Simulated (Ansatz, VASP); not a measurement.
**CsBe3Ag in VASP and in Ansatz**

The input INCAR:

```
SYSTEM = CsBe3Ag
ALGO = Fast
EDIFF = 1E-7
ENCUT = 520
GGA = PE
ISIF = 2
ISMEAR = 0
LASPH = .True.
LCHARG = .True.
LELF = .True.
LREAL = .False.
LVHAR = .True.
LWAVE = .False.
NBANDS = 37
NELM = 100
PREC = Accurate
SIGMA = 0.2
```

Contents of KPOINTS:

```
k-points
0
Gamma
  6 6 4
  0 0 0
```

Contents of POSCAR:

```
CsBe3Ag
1.0
    0.0000000000      4.7191685407      0.0000000000
    0.0000000000      0.0000000000      4.7191685407
    9.4383370814      0.0000000000      0.0000000000
Cs Be Ag
2 6 2
Direct
    0.5000000000      0.5000000000      0.2500000000
    0.5000000000      0.5000000000      0.7500000000
    0.0000000000      0.0000000000      0.2500000000
    0.0000000000      0.0000000000      0.7500000000
    0.0000000000      0.5000000000      0.0000000000
    0.0000000000      0.5000000000      0.5000000000
    0.5000000000      0.0000000000      0.0000000000
    0.5000000000      0.0000000000      0.5000000000
    0.0000000000      0.0000000000      0.0000000000
    0.0000000000      0.0000000000      0.5000000000
```

Input for Ansatz:

```yaml
crystal:
  lattice:
    - [0.0, 4.7191685407, 0.0]
    - [0.0, 0.0, 4.7191685407]
    - [9.4383370814, 0.0, 0.0]
  atoms:
    - { symbol: Cs, position: [0.5, 0.5, 0.25] }
    - { symbol: Cs, position: [0.5, 0.5, 0.75] }
    - { symbol: Be, position: [0.0, 0.0, 0.25] }
    - { symbol: Be, position: [0.0, 0.0, 0.75] }
    - { symbol: Be, position: [0.0, 0.5, 0.0] }
    - { symbol: Be, position: [0.0, 0.5, 0.5] }
    - { symbol: Be, position: [0.5, 0.0, 0.0] }
    - { symbol: Be, position: [0.5, 0.0, 0.5] }
    - { symbol: Ag, position: [0.0, 0.0, 0.0] }
    - { symbol: Ag, position: [0.0, 0.0, 0.5] }
basis:
  ecutwfc: 420
kpoints:
  mp_grid: { grid: [6, 6, 4] }
hamiltonian:
  xc: pbe
scf:
  occupations: { method: gaussian, width: 0.2 }
  lower_state_search: "off"
output:
  forces: true
  stress: true
  eigenvalues: true
```

Alike in both runs: task single point; functional PBE; k mesh 6 × 6 × 4; occupations gaussian, width 0.2 eV; no spin polarisation.

```csv
,VASP,Ansatz
version,VASP 6.6.1,Ansatz 0.2.0
potentials or method,"VASP PAW PBE potentials, release 64 (Cs_sv, Be, Ag), cutoff 520 eV","scalar-relativistic, plane waves, PAW"
valence electrons in the cell,52,68
```

VASP gave:

| Item | Value |
| --- | --- |
| gap on the k mesh at the Fermi level (eV) | none |
| pressure (GPa) | 0.1 |

Task: Estimate Ansatz's values.

Result: gap on the k mesh at the Fermi level (eV): none; pressure (GPa): 0.0.

A gap of «none» marks a metal or a gap that the smearing closes. With one functional, cell and mesh, what is left measures potentials, basis and numerics. VASP's potentials hold 52 valence electrons a cell and Ansatz's 68, so a difference there can come from the potentials and not from the codes.

Spin-orbit coupling is off throughout.
